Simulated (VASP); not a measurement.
A run of VASP 6.6.1 is set up as follows.

The input INCAR:

```
  PREC = Accurate
  ENCUT = 520
  EDIFF = 1E-6
  ISMEAR = 0
  SIGMA = 0.1
  LREAL = False
  LASPH = True
  NELM = 150
  ALGO = Normal
  ISIF = 2
  LWAVE = False
  LCHARG = False
  ISPIN = 2
  MAGMOM = 0 0 1 0 0
  LORBIT = 11
  LMAXMIX = 4
  GGA = PE
  NBANDS = 27
```

Contents of KPOINTS:

```
regular mesh
0
Gamma
  6 6 6
```

Contents of POSCAR:

```
Li2TiO2
1.0
    4.1597919300      0.0000000000      0.0000000000
   -2.0798959600      3.6024854800      0.0000000000
    0.0000000000      0.0000000000      3.5414787600
Li Ti O
2 1 2
Direct
    0.3333333300      0.6666666700      0.1566216700
    0.6666666700      0.3333333300      0.1566216700
    0.0000000000      0.0000000000      0.0804268700
    0.3333333300      0.6666666700      0.6555560900
    0.6666666700      0.3333333300      0.6555560900
```

Potentials or basis: VASP PAW PBE potentials, release 64 (Li_sv, Ti_sv, O).

Command:

```bash
$ cat potpaw_PBE.64/Li_sv/POTCAR potpaw_PBE.64/Ti_sv/POTCAR potpaw_PBE.64/O/POTCAR > POTCAR
$ mpirun -np 1 vasp_std > vasp.out
```

**Question.** Predict the band gap on the k mesh.

**Answer.** Zero (filled and empty bands overlap).

**Question.** Estimate the net moment.

**Answer.** 0.00 μB per cell.

Forces in eV/Å, atoms in the order of the input:
```
Li   0.000  0.000  0.133
Li   0.000  0.000  0.133
Ti   0.000  0.000 -1.312
O    0.000  0.000  0.523
O    0.000  0.000  0.523
```

Caveat: forces of over 1 eV/Å act on the atoms, so gaps and moduli don't describe the material at rest.
